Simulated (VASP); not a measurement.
A run of VASP 6.6.1 is set up as follows.

The input INCAR:

```
PREC = Accurate
ENCUT = 520
EDIFF = 1E-6
ISMEAR = -1
SIGMA = 0.08
LREAL = F
LASPH = T
NELM = 100
ALGO = Normal
ISIF = 2
LWAVE = F
LCHARG = F
GGA = PE
NBANDS = 8
```

The input KPOINTS:

```
Automatic mesh
0
Gamma
  18 18 18
```

The input POSCAR:

```
Al
1.0
    2.0742950480      0.0000000000      0.0000000000
    0.0000000000      2.0742950480      0.0000000000
    0.0000000000      0.0000000000      2.0742950480
Al
1
Direct
    0.0000000000      0.0000000000      0.0000000000
```

Potentials or basis: VASP PAW PBE potentials, release 64 (Al).

Command:

```bash
$ cat potpaw_PBE.64/Al/POTCAR > POTCAR
$ mpirun -np 1 vasp_std > vasp.out
```

**Question.** Predict the pressure.

**Answer.** 231.7 GPa.
